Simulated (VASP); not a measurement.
Crystal: Sn.

```
Sn
1.0
    -2.00176    2.00176    1.63831
     2.00176   -2.00176    1.63831
     2.00176    2.00176   -1.63831
Sn
1
Direct
  0.00000 0.00000 0.00000
```

Base run:

```yaml
Program: VASP 6.6.1
Functional: PBEsol
Potentials_or_basis: VASP PAW PBE potentials, release 64 (Sn_d)
Cutoff: 520 eV
k_mesh: 10 × 10 × 10
Occupations: fermi-dirac, width 0.05 eV
Spin: no spin polarisation
```

Its results: band gap on the k mesh zero (bands 7 and 8 overlap by 9.18 eV); pressure 0.1 GPa.

Question: After a change of settings the same cell gave: band gap on the k mesh zero (bands 7 and 8 overlap by 9.19 eV); pressure 3.1 GPa. Which change was it?
A. functional from PBEsol to r2SCAN; further incar settings from ALGO = Normal; EDIFF = 1e-06; NBANDS = 13 to ALGO = Normal; EDIFF = 1e-07; NBANDS = 13
B. functional from PBEsol to r2SCAN
C. functional from PBEsol to PBE; further incar settings from ALGO = Normal; EDIFF = 1e-06; NBANDS = 13 to ALGO = Fast; EDIFF = 1e-06; NBANDS = 13
D. functional from PBEsol to LDA; potentials or basis from VASP PAW PBE potentials, release 64 (Sn_d) to VASP PAW LDA potentials, release 64 (Sn_d)

Answer: C.

Caveats: spin-orbit coupling is left out, which moves the levels of the heavy elements; the PAW data sets were made with another functional, which shifts forces and pressure a little (at least some runs); the cell stands under pressure (at least some runs).
